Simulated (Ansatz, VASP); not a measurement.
Two plane-wave programs on GaN

```
Ga N
1.0
     0.00000    2.22760    2.22760
     2.22760    0.00000    2.22760
     2.22760    2.22760    0.00000
Ga N
1 1
Cartesian
  0.0000 0.0000 0.0000
  1.1138 1.1138 1.1138
```

Alike in both runs: task single point; functional LDA; k mesh 10 × 10 × 10; occupations gaussian, width 0.02 eV; no spin polarisation.

|  | VASP | Ansatz |
| --- | --- | --- |
| version | VASP 6.6.1 | Ansatz 0.2.0 |
| potentials or method | VASP PAW LDA potentials, release 64 (Ga_d, N), cutoff 600 eV | scalar-relativistic, plane waves, PAW |
| valence electrons in the cell | 18 | 18 |

```tsv
	VASP	Ansatz	Ansatz less VASP
gap on the k mesh at the Fermi level (eV)	1.97	1.96	-0.012
least direct gap on the mesh (eV)	1.97	1.96	-0.012
pressure (GPa)	1.0	0.0	-1.04
```

Ansatz warns that its potentials were made for another functional, while VASP's fit it. LDA's correlation is that of Perdew and Zunger in VASP and of Perdew and Wang (1992) in Ansatz.
